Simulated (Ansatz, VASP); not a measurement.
## Cu in VASP and in Ansatz

```xyz
2
Lattice="0.0000 2.5526 2.5526 2.5526 0.0000 2.5526 2.5526 2.5526 0.0000" Properties=species:S:1:pos:R:3 pbc="T T T"
Cu    0.6382    0.6382    0.6382
Cu    4.4671    4.4671    4.4671
```

Alike in both runs: task single point; functional r2SCAN; k mesh 12 × 12 × 12; occupations fermi-dirac, width 0.1 eV; no spin polarisation.

|  | VASP | Ansatz |
| --- | --- | --- |
| version | VASP 6.6.1 | Ansatz 0.2.0 |
| potentials or method | VASP PAW PBE potentials, release 64 (Cu), cutoff 660 eV | plane waves (500 eV) with PAW, scalar-relativistic |
| valence electrons in the cell | 22 | 38 |

Ansatz gave:

| Item | Value |
| --- | --- |
| pressure (GPa) | 6.7 |

Problem. Estimate VASP's values.

Solution. Pressure (GPa): 7.0.

VASP's potentials were made for PBE, not for r2SCAN. With one functional, cell and mesh, what is left measures potentials, basis and numerics. VASP's potentials hold 22 valence electrons a cell and Ansatz's 38, so a difference there can come from the potentials and not from the codes.
